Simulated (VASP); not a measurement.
Crystal: Al2GaN3.

```
CELL_PARAMETERS angstrom
4.49633 -2.08780 -0.62237
4.48476 2.05898 -0.61250
-0.46665 0.00831 2.89407
ATOMIC_POSITIONS crystal
Al 0.66989 0.68180 0.67053
Al 0.33101 0.32735 0.33225
Ga 0.00081 0.99641 0.99699
N 0.82703 0.83071 0.33179
N 0.49773 0.49990 0.00246
N 0.17645 0.16851 0.68494
```

```yaml
Program: VASP 6.6.1
Task: relaxation of cell and atoms
Functional: PBEsol
Potentials_or_basis: VASP PAW PBE potentials, release 64 (Al, Ga_d, N)
Cutoff: 600 eV
k_mesh: 6 × 6 × 6
Occupations: fermi-dirac, width 0.05 eV
Spin: no spin polarisation
```

At the start: pressure -2.2 GPa; volume 8.78 Å³/atom.

Problem. How do energy, volume and symmetry change on relaxing?

Solution. Over 11 steps the energy falls by 22.5 meV/atom and the volume is 8.66 Å³/atom (-1.4 %); space group C2/m (No. 12, to 0.1 Å) before, Immm (No. 71, to 0.1 Å).

Step by step:
```
step  energy change (eV)  largest force (eV/Å)  pressure (GPa)  volume (Å³)
   1              0.0000                1.6297           -2.15        52.70
   2             -0.1258                0.2060            1.04        51.79
   3             -0.1260                0.2103            0.83        51.83
   4             -0.1333                0.1004           -0.66        52.11
   5             -0.1333                0.0998           -0.64        52.11
   6             -0.1348                0.0364            0.35        51.91
   7             -0.1348                0.0369            0.33        51.91
   8             -0.1351                0.0159           -0.15        52.00
   9             -0.1351                0.0162           -0.01        51.99
  10             -0.1351                0.0152           -0.05        51.99
  11             -0.1351                0.0093            0.02        51.98
```

Final structure:
```
Al Ga N
1.0
     4.54595   -2.05276   -0.66745
     4.54609    2.05267   -0.66757
    -0.50896   -0.00001    2.85982
Al Ga N
2 1 3
Direct
  0.66740 0.66761 0.67016
  0.33358 0.33390 0.33641
  0.00046 0.00078 0.00267
  0.82813 0.82844 0.33083
  0.50047 0.50081 0.00334
  0.17288 0.17314 0.67555
```

Caveat: the PAW data sets were made with another functional, which shifts forces and pressure a little.
